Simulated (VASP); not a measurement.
# MgO (P6_3/mmc) in VASP: notebook

MgO is run at these levels: PBEsol; tasks: single point.

All numbers are computed with VASP 6.6.1; they aren't measurements. Logs are shortened: lines on timing, memory, paths and dates and some standing lists are left out, and cuts for length are marked.

## Step 1: The cell of the first run

Symmetry: P6_3/mmc, No. 194, hexagonal system. The conventional cell has a = 3.436 Å, b = 3.436 Å, c = 4.195 Å, α = 90.00°, β = 90.00°, γ = 120.00°. Within 2.6 Å of Mg (site symmetry -6m2) lie 5 O at 1.98 to 2.10 Å. Within 2.6 Å of O (site symmetry -6m2) lie 5 Mg at 1.98 to 2.10 Å.

## Step 2: Single point, PBEsol

Input file INCAR:

```
SYSTEM = MgO
PREC = Accurate
ENCUT = 520
EDIFF = 1E-6
ISMEAR = 0
SIGMA = 0.05
LREAL = .False.
LASPH = .True.
NELM = 80
ALGO = Normal
ISIF = 2
LWAVE = .False.
LCHARG = .False.
GGA = PS
NBANDS = 16
```

Input file KPOINTS:

```
regular mesh
0
Gamma
  9 9 6
  0 0 0
```

Input file POSCAR:

```
MgO
1.0
    3.4365000000      0.0000000000      0.0000000000
   -1.7182500000      2.9760963001      0.0000000000
    0.0000000000      0.0000000000      4.1947132285
Mg O
2 2
Direct
    0.6666666667      0.3333333333      0.7500000000
    0.3333333333      0.6666666667      0.2500000000
    0.6666666667      0.3333333333      0.2500000000
    0.3333333333      0.6666666667      0.7500000000
```

Potentials or basis: VASP PAW PBE potentials, release 64 (Mg, O).

Launch:

```
cat potpaw_PBE.64/Mg/POTCAR potpaw_PBE.64/O/POTCAR > POTCAR
mpirun -np 1 vasp_std > vasp.out
```

OUTCAR:

```text
SYSTEM = MgO
   PREC = Accurate
   ENCUT = 520
   EDIFF = 1E-6
   ISMEAR = 0
   LREAL = .False.
   LASPH = .True.
   NELM = 80
   ISIF = 2
   GGA = PS

 ion  position               nearest neighbor table
   1  0.667  0.333  0.750-   4 1.98   4 1.98   4 1.98   3 2.10   3 2.10   2 2.89   2 2.89   2 2.89
                             2 2.89   2 2.89   2 2.89
   2  0.333  0.667  0.250-   3 1.98   3 1.98   3 1.98   4 2.10   4 2.10   1 2.89   1 2.89   1 2.89
                             1 2.89   1 2.89   1 2.89
   3  0.667  0.333  0.250-   2 1.98   2 1.98   2 1.98   1 2.10   1 2.10
   4  0.333  0.667  0.750-   1 1.98   1 1.98   1 1.98   2 2.10   2 2.10

  LATTYP: Found a hexagonal cell.
 ALAT       =     3.4365000000
 C/A-ratio  =     1.2206353058

  Lattice vectors:

 A1 = (   3.4365000000,   0.0000000000,   0.0000000000)
 A2 = (  -1.7182500000,   2.9760963001,   0.0000000000)
 A3 = (   0.0000000000,   0.0000000000,   4.1947132285)

Analysis of symmetry for initial positions (statically):
=====================================================================
 Subroutine PRICEL returns:
 Original cell was already a primitive cell.

 Routine SETGRP: Setting up the symmetry group for a
 hexagonal supercell.

 Subroutine GETGRP returns: Found 24 space group operations
 (whereof 12 operations were pure point group operations)
 out of a pool of 24 trial point group operations.

The static configuration has the point symmetry D_3d.
 The point group associated with its full space group is D_6h.

Analysis of symmetry for dynamics (positions and initial velocities):
=====================================================================
 Subroutine PRICEL returns:
 Original cell was already a primitive cell.

 Routine SETGRP: Setting up the symmetry group for a
 hexagonal supercell.

 Subroutine GETGRP returns: Found 24 space group operations
 (whereof 12 operations were pure point group operations)
 out of a pool of 24 trial point group operations.

The dynamic configuration has the point symmetry D_3d.
 The point group associated with its full space group is D_6h.

 Subroutine INISYM returns: Found 24 space group operations
 (whereof 12 operations are pure point group operations),
 and found     1 'primitive' translations

----------------------------------------------------------------------------------------

                                     Primitive cell

  volume of cell :      42.9008

  direct lattice vectors                    reciprocal lattice vectors
     3.436500000  0.000000000  0.000000000     0.290993744  0.168005316  0.000000000
    -1.718250000  2.976096300  0.000000000     0.000000000  0.336010632  0.000000000
     0.000000000  0.000000000  4.194713229     0.000000000  0.000000000  0.238395319

  length of vectors
     3.436500000  3.436500000  4.194713229     0.336010632  0.336010632  0.238395319

  position of ions in fractional coordinates (direct lattice)
     0.666666667  0.333333333  0.750000000
     0.333333333  0.666666667  0.250000000
     0.666666667  0.333333333  0.250000000
     0.333333333  0.666666667  0.750000000

  ion indices of the primitive-cell ions
   primitive index   ion index
                 1           1
                 2           2
                 3           3
                 4           4

----------------------------------------------------------------------------------------

 KPOINTS: regular mesh

Automatic generation of k-mesh.
 Grid dimensions read from file:
 generate k-points for:    9    9    6

 Generating k-lattice:

  Cartesian coordinates                     Fractional coordinates (reciprocal lattice)
     0.032332638  0.018667257  0.000000000     0.111111111  0.000000000  0.000000000
     0.000000000  0.037334515  0.000000000     0.000000000  0.111111111  0.000000000
     0.000000000  0.000000000  0.039732553     0.000000000  0.000000000  0.166666667

  Length of vectors
     0.037334515  0.037334515  0.039732553

  Shift w.r.t. Gamma in fractional coordinates (k-lattice)
     0.000000000  0.000000000  0.000000000

 Subroutine IBZKPT returns following result:
 ===========================================

 Found     48 irreducible k-points:

 Following reciprocal coordinates:
            Coordinates               Weight
  0.000000  0.000000  0.000000      1.000000
  0.111111  0.000000  0.000000      6.000000
  0.222222  0.000000  0.000000      6.000000
  0.333333  0.000000  0.000000      6.000000
  0.444444  0.000000  0.000000      6.000000
  0.111111  0.111111  0.000000      6.000000
[... 16 lines left out ...]
  0.333333  0.222222  0.166667     24.000000
  0.333333  0.333333  0.166667      4.000000
 [... further k-points ...]
   k-points           NKPTS =     48   k-points in BZ     NKDIM =     48   number of bands    NBANDS=     16
   number of dos      NEDOS =    301   number of ions     NIONS =      4
   total plane-waves  NPLWV =  25088
   dimension x,y,z NGX =    28 NGY =   28 NGZ =   32
   dimension x,y,z NGXF=    56 NGYF=   56 NGZF=   64
   ions per type =               2   2
   NGX,Y,Z   is equivalent  to a cutoff of  13.55, 13.55, 12.68 a.u.
   NGXF,Y,Z  is equivalent  to a cutoff of  27.09, 27.09, 25.36 a.u.
 SYSTEM =  MgO
   PREC   = accura    normal or accurate (medium, high low for compatibility)
   ISTART =      0    job   : 0-new  1-cont  2-samecut
   ICHARG =      2    charge: 1-file 2-atom 10-const
   ISPIN  =      1    spin polarized calculation?
   LNONCOLLINEAR =      F non collinear calculations
   LSORBIT =      F    spin-orbit coupling
   LASPH  =      T    aspherical Exc in radial PAW
   ENCUT  =  520.0 eV  38.22 Ry    6.18 a.u.   6.39  6.39  7.80*2*pi/ulx,y,z
   NELM   =     80;   NELMIN=  2; NELMDL= -5     # of ELM steps
   EDIFF  = 0.1E-05   stopping-criterion for ELM
   LREAL  =      F    real-space projection
   EDIFFG = 0.1E-04   stopping-criterion for IOM
   NSW    =      0    number of steps for IOM
   IBRION =     -1    ionic relax: 0-MD 1-quasi-New 2-CG
   NFREE  =      0    steps in history (QN), initial steepest desc. (CG)
   ISIF   =      2    stress and relaxation
   ISYM   =      2    0-nonsym 1-usesym 2-fastsym
   POTIM  = 0.5000    time-step for ionic-motion
   TEBEG  =    0.0;   TEEND  =   0.0 temperature during run
   PSTRESS=    0.0 pullay stress
   NELECT =      16.0000    total number of electrons
   NUPDOWN=      -1.0000    fix difference up-down
   EMIN   =  10.00;   EMAX   =-10.00  energy-range for DOS
   EFERMI =   0.00;   METHOD = LEGACY
   ISMEAR =     0;   SIGMA  =   0.05  broadening in eV -4-tet -1-fermi 0-gaus
   EFERMI_NEDOS =   21; number of points for ismear=-14 and -15
   IALGO  =     38    algorithm
   IMIX   =      4    mixing-type and parameters
     AMIX     =   0.40;   BMIX     =  1.00
     AMIX_MAG =   1.60;   BMIX_MAG =  1.00
  volume/ion in A,a.u.               =      10.73        72.38
  Fermi-wavevector in a.u.,A,eV,Ry     =   1.178401  2.226854 18.893431  1.388628
  Thomas-Fermi vector in A             =   2.314730
   LORBIT       =      0    0 simple, 1 ext, 2 COOP (PROOUT), +10 PAW based schemes
   GGA     = PS    functional components
   LHFCALC =     F    Hartree Fock is set to
   AEXX    =    0.0000 exact exchange contribution
   IVDW    =     0    specifies the selected vdW correction
   LEPSILON=     F    determine dielectric tensor
   LRPA    =     F    only Hartree local field effects (RPA)
 non-spin polarized calculation
 Gauss-broadening in eV      SIGMA  =   0.05
  energy-cutoff  :      520.00
  volume of cell :       42.90
 maximum number of plane-waves:      1170
 NGX is ok and might be reduce to    28

 number of electron      16.0000002 magnetization

 Free energy of the ion-electron system (eV)
  ---------------------------------------------------
  ext. energy  EPLUGINS =         0.00000000
  ---------------------------------------------------
  free energy    TOTEN  =       -24.73581634 eV

  energy without entropy =      -24.73581634  energy(sigma->0) =      -24.73581634

 E-fermi :   2.3622     XC(G=0): -10.4309

 val. band max:        2.0788553804   @ k =   0.0000   0.0000   0.0000
 cond. band min:       5.4989739822   @ k =   0.0000   0.0000   0.0000
 fundamental gap:      3.4201186018
 Fermi energy:         2.3621669747

 k-point     1 :       0.0000    0.0000    0.0000
  band No.  band energies     occupation
      1     -14.9255      2.00000
      2     -13.4596      2.00000
      3      -1.7697      2.00000
      4       0.2796      2.00000
      5       0.2796      2.00000
      6       1.1886      2.00000
[... 8 lines left out ...]
     15      17.7117      0.00000
     16      17.9342      0.00000

 k-point     2 :       0.1111    0.0000    0.0000
  band No.  band energies     occupation
      1     -14.8595      2.00000
      2     -13.4677      2.00000
      3      -1.6676      2.00000
      4       0.0689      2.00000
      5       0.1807      2.00000
      6       0.8752      2.00000
[... 8 lines left out ...]
     15      17.1742      0.00000
     16      17.3703      0.00000

 k-point     3 :       0.2222    0.0000    0.0000
  band No.  band energies     occupation
      1     -14.6779      2.00000
      2     -13.5010      2.00000
      3      -1.3747      2.00000
      4      -0.5460      2.00000
      5      -0.0247      2.00000
      6       0.4300      2.00000
[... 8 lines left out ...]
     15      16.2972      0.00000
     16      16.7163      0.00000

 k-point     4 :       0.3333    0.0000    0.0000
  band No.  band energies     occupation
      1     -14.4295      2.00000
      2     -13.5772      2.00000
      3      -1.2191      2.00000
      4      -0.9388      2.00000
      5      -0.2156      2.00000
      6       0.1382      2.00000
[... 8 lines left out ...]
     15      16.3874      0.00000
     16      16.7091      0.00000

 k-point     5 :       0.4444    0.0000    0.0000
  band No.  band energies     occupation
      1     -14.2095      2.00000
      2     -13.6827      2.00000
      3      -1.6185      2.00000
      4      -0.5014      2.00000
      5      -0.3254      2.00000
      6      -0.0112      2.00000
[... 8 lines left out ...]
     15      16.8009      0.00000
     16      16.9034      0.00000

 k-point     6 :       0.1111    0.1111    0.0000
  band No.  band energies     occupation
      1     -14.7355      2.00000
      2     -13.4885      2.00000
      3      -1.4698      2.00000
      4      -0.2468      2.00000
      5      -0.1405      2.00000
      6       0.6337      2.00000
[... 8 lines left out ...]
     15      16.6641      0.00000
     16      16.6993      0.00000
[... 267 lines left out ...]
 k-point    21 :       0.4444    0.1111    0.1667
  band No.  band energies     occupation
      1     -14.0933      2.00000
      2     -13.7366      2.00000
      3      -1.8061      2.00000
      4      -0.6714      2.00000
      5      -0.5473      2.00000
      6       0.2047      2.00000
[... 8 lines left out ...]
     15      16.0118      0.00000
     16      17.3429      0.00000

 k-point    22 :       0.2222    0.2222    0.1667
  band No.  band energies     occupation
      1     -14.2416      2.00000
      2     -13.6619      2.00000
      3      -1.3317      2.00000
      4      -1.2590      2.00000
      5      -0.1421      2.00000
      6       0.1911      2.00000
[... 8 lines left out ...]
     15      16.3754      0.00000
     16      17.7731      0.00000

 k-point    23 :       0.3333    0.2222    0.1667
  band No.  band energies     occupation
      1     -14.0485      2.00000
      2     -13.7604      2.00000
      3      -1.6175      2.00000
      4      -0.9854      2.00000
      5      -0.5522      2.00000
      6       0.4546      2.00000
[... 8 lines left out ...]
     15      16.1701      0.00000
     16      17.9554      0.00000

 k-point    24 :       0.3333    0.3333    0.1667
  band No.  band energies     occupation
      1     -13.8879      2.00000
      2     -13.8879      2.00000
      3      -1.5880      2.00000
      4      -0.8517      2.00000
      5      -0.8517      2.00000
      6       0.7957      2.00000
[... 8 lines left out ...]
     15      16.0224      0.00000
     16      18.8414      0.00000

 [... further k-points ...]

------------------------ aborting loop because EDIFF is reached ----------------------------------------

  FORCE on cell =-STRESS in cart. coord.  units (eV):
  Direction    XX          YY          ZZ          XY          YZ          ZX
  --------------------------------------------------------------------------------------
  -------------------------------------------------------------------------------------
  Total        1.4327950      1.4327950      0.5732347      0.0000000     -0.0000000      0.0000000
  in kB       53.5092693     53.5092693     21.4080654      0.0000000     -0.0000000      0.0000000
  external PRESSURE =      42.8088680 kB  Pullay stress =       0.0000000 kB

 VOLUME and BASIS-vectors are now :
 -----------------------------------------------------------------------------
  energy-cutoff  :      520.00
  volume of cell :       42.90
      direct lattice vectors                 reciprocal lattice vectors
     3.436500000  0.000000000  0.000000000     0.290993744  0.168005316  0.000000000
    -1.718250000  2.976096300  0.000000000     0.000000000  0.336010632  0.000000000
     0.000000000  0.000000000  4.194713229     0.000000000  0.000000000  0.238395319

 POSITION                                       TOTAL-FORCE (eV/Angst)
 -----------------------------------------------------------------------------------
      1.71825      0.99203      3.14603        -0.000000      0.000000      0.000000
     -0.00000      1.98406      1.04868         0.000000     -0.000000      0.000000
      1.71825      0.99203      1.04868        -0.000000      0.000000     -0.000000
     -0.00000      1.98406      3.14603         0.000000     -0.000000     -0.000000
 -----------------------------------------------------------------------------------
    total drift:                               -0.000000      0.000000     -0.000000

  FREE ENERGIE OF THE ION-ELECTRON SYSTEM (eV)
  ---------------------------------------------------
  free  energy   TOTEN  =       -24.7358163400 eV

  energy  without entropy=      -24.7358163400  energy(sigma->0) =      -24.73581634
```

Wall time 44 s (1 thread of Intel Xeon 8259CL, shared host); peak memory 0.18 GiB.

Results:

| Property | Result |
| --- | --- |
| Free energy | -24.7358 eV |
| Pressure | 4.3 GPa |
| Band gap on the k mesh | 3.42 eV, direct |

Levels at points of the mesh, in eV from the valence-band top:
```csv
k point,band 4,band 5,band 6,band 7,band 8,band 9,band 10,band 11,band 12,band 13
"(0.00, 0.00, 0.00)",-1.80,-1.80,-0.89,-0.89,0.00,3.42,9.51,12.12,12.68,12.68
"(0.00, 0.00, 0.50)",-2.52,-1.36,-1.36,-1.36,-1.36,6.45,6.45,13.04,13.04,13.04
```

Caveat: the PAW data sets were made with another functional, which shifts forces and pressure a little. As with any semilocal functional, this PBEsol gap is likely too small.

## Step 3: Single point, PBEsol

This run uses another cell than the first one, of 10.54 Å³/atom, 0.983 times its volume.

Input file INCAR:

```
SYSTEM = MgO
ALGO = Normal
EDIFF = 1E-6
ENCUT = 520
GGA = PS
ISIF = 2
ISMEAR = 0
LASPH = .TRUE.
LCHARG = .FALSE.
LREAL = .FALSE.
LWAVE = .FALSE.
NBANDS = 16
NELM = 100
PREC = Accurate
SIGMA = 0.05
```

Input file KPOINTS:

```
k-points
0
G
  9 9 6
  0 0 0
```

Input file POSCAR:

```
MgO
1.0
    3.3783000000      0.0000000000      0.0000000000
   -1.6891500000      2.9256936216      0.0000000000
    0.0000000000      0.0000000000      4.2646000000
Mg O
2 2
Direct
    0.6666666667      0.3333333333      0.7500000000
    0.3333333333      0.6666666667      0.2500000000
    0.6666666667      0.3333333333      0.2500000000
    0.3333333333      0.6666666667      0.7500000000
```

Potentials or basis: VASP PAW PBE potentials, release 64 (Mg, O).

Launch:

```
cat potpaw_PBE.64/Mg/POTCAR potpaw_PBE.64/O/POTCAR > POTCAR
mpirun -np 1 vasp_std > vasp.out
```

Run time: 45 s. Hardware: 1 thread of Intel Xeon 8259CL, shared host; peak memory 0.18 GiB.

The run converged. Its results:

| Item | Value |
| --- | --- |
| Free energy | -24.6678 eV |
| Pressure | 7.5 GPa |
| Band gap on the k mesh | 3.48 eV, direct |

Stress tensor (GPa, compression positive):
```
10.94  0.00  0.00
 0.00 10.94  0.00
 0.00  0.00  0.57
```

Levels at points of the mesh, in eV from the valence-band top:
```
           k point  band 5  band 6  band 7  band 8  band 9  band 10  band 11  band 12
(0.00, 0.00, 0.00)   -1.81   -0.99   -0.99    0.00    3.48     9.53    11.93    13.02
(0.00, 0.00, 0.50)   -1.42   -1.42   -1.42   -1.42    6.50     6.50    13.38    13.38
```

Caveat: the PAW data sets were made with another functional, which shifts forces and pressure a little. A hybrid or GW would open this gap; PBEsol tends to underestimate it.

## Step 4: Single point, PBEsol

This run uses another cell than the first one, of the same volume but with other edges.

Input file INCAR:

```
PREC = Accurate ; ENCUT = 520
EDIFF = 1E-7 ; ISMEAR = 0
SIGMA = 0.05 ; LREAL = False
LASPH = True ; NELM = 80
ALGO = Normal ; ISIF = 2
LWAVE = False ; LCHARG = True
GGA = PS ; LELF = True
LVHAR = True ; NBANDS = 16
```

Input file KPOINTS:

```
regular mesh
0
Gamma
  9 9 6
```

Edit POSCAR of step 3 so:

```diff
@@ -4,3 +4,3 @@
    -1.6891500000      2.9256936216      0.0000000000
-    0.0000000000      0.0000000000      4.2646000000
+    0.0000000000      0.0000000000      4.3345000000
 Mg O
```

Launch:

```
cat potpaw_PBE.64/Mg/POTCAR potpaw_PBE.64/O/POTCAR > POTCAR
mpirun -np 1 vasp_std > vasp.out
```

It took 48 s on 1 thread of Intel Xeon 8259CL, shared host; peak memory 0.18 GiB.

It converged, with:

- Free energy: -24.6632 eV
- Pressure: 5.4 GPa
- Band gap on the k mesh: 3.38 eV, direct

Stress tensor (GPa, compression positive):
```
 9.57  0.00  0.00
 0.00  9.57  0.00
 0.00  0.00 -2.97
```

Levels at points of the mesh, in eV from the valence-band top:
```csv
k point,band 4,band 5,band 6,band 7,band 8,band 9,band 10,band 11,band 12,band 13
"(0.00, 0.00, 0.00)",-1.77,-1.77,-1.00,-1.00,0.00,3.38,9.35,11.65,13.02,13.02
"(0.00, 0.00, 0.50)",-2.56,-1.40,-1.40,-1.40,-1.40,6.38,6.38,13.38,13.38,13.38
```

Caveat: the PAW data sets were made with another functional, which shifts forces and pressure a little.

## Step 5: Overview

| cell | gap on the mesh (eV) | pressure (GPa) |
| --- | --- | --- |
| a = 3.437, b = 3.436, c = 4.195 Å, angles 90.0, 90.0, 120.0°, 4 atoms | 3.42 | 4.3 |
| a = 3.378, b = 3.378, c = 4.265 Å, angles 90.0, 90.0, 120.0°, 4 atoms | 3.48 | 7.5 |
| a = 3.378, b = 3.378, c = 4.335 Å, angles 90.0, 90.0, 120.0°, 4 atoms | 3.38 | 5.4 |

Alike in all rows: task single point; level PBEsol; potentials or basis VASP PAW PBE potentials, release 64 (Mg, O); no spin polarisation; k mesh 9 × 9 × 6; cutoff (eV) 520; smearing gaussian 0.05 eV.

Caveats: the PAW data sets were made with another functional, which shifts forces and pressure a little.

Absolute energies hang on the potentials; compare differences alone.
